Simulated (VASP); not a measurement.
A run of VASP 6.6.1:

Contents of POSCAR:

```
Si
1.0
    3.7744297323      0.0000000000      0.0000000000
   -1.8872148661      3.2687520329      0.0000000000
    0.0000000000      0.0000000000      6.3737238183
Si
4
Direct
    0.3333333333      0.6666666667      0.0644119269
    0.6666666667      0.3333333333      0.5644119269
    0.3333333333      0.6666666667      0.4355880731
    0.6666666667      0.3333333333      0.9355880731
```

The input INCAR.step1:

```
  PREC = Accurate
  ENCUT = 520
  ISMEAR = 0
  SIGMA = 0.02
  LREAL = False
  LASPH = True
  NELM = 60
  NBANDS = 16
  GGA = PE
  ALGO = Normal
  EDIFF = 1E-4
  LWAVE = True
  LCHARG = False
```

INCAR.step2

```
  PREC = Accurate
  ENCUT = 520
  EDIFF = 1E-6
  ISMEAR = 0
  SIGMA = 0.02
  LREAL = False
  LASPH = True
  NELM = 60
  ALGO = Normal
  ISIF = 2
  LWAVE = False
  LCHARG = False
  METAGGA = R2SCAN
  LMIXTAU = True
  NBANDS = 16
  ISTART = 1
```

File KPOINTS:

```
regular mesh
0
Gamma
  12 12 4
```

Potentials or basis: VASP PAW PBE potentials, release 64 (Si).

The run is started by

```bash
$ cat potpaw_PBE.64/Si/POTCAR > POTCAR
$ cp INCAR.step1 INCAR
$ mpirun -np 1 vasp_std > vasp.out
$ cp INCAR.step2 INCAR
$ mpirun -np 1 vasp_std > vasp.out
```

Hardware: 1 thread of Intel(R) Xeon(R) Platinum 8259CL CPU @ 2.50GHz (Skylake/Cascade Lake) (shared host).

Problem. How long does it take, and how much memory?

Solution. It took 2.8 min on 1 thread of Intel(R) Xeon(R) Platinum 8259CL CPU @ 2.50GHz (Skylake/Cascade Lake), on a shared host, peak memory 0.21 GiB. Counts: k points 57.
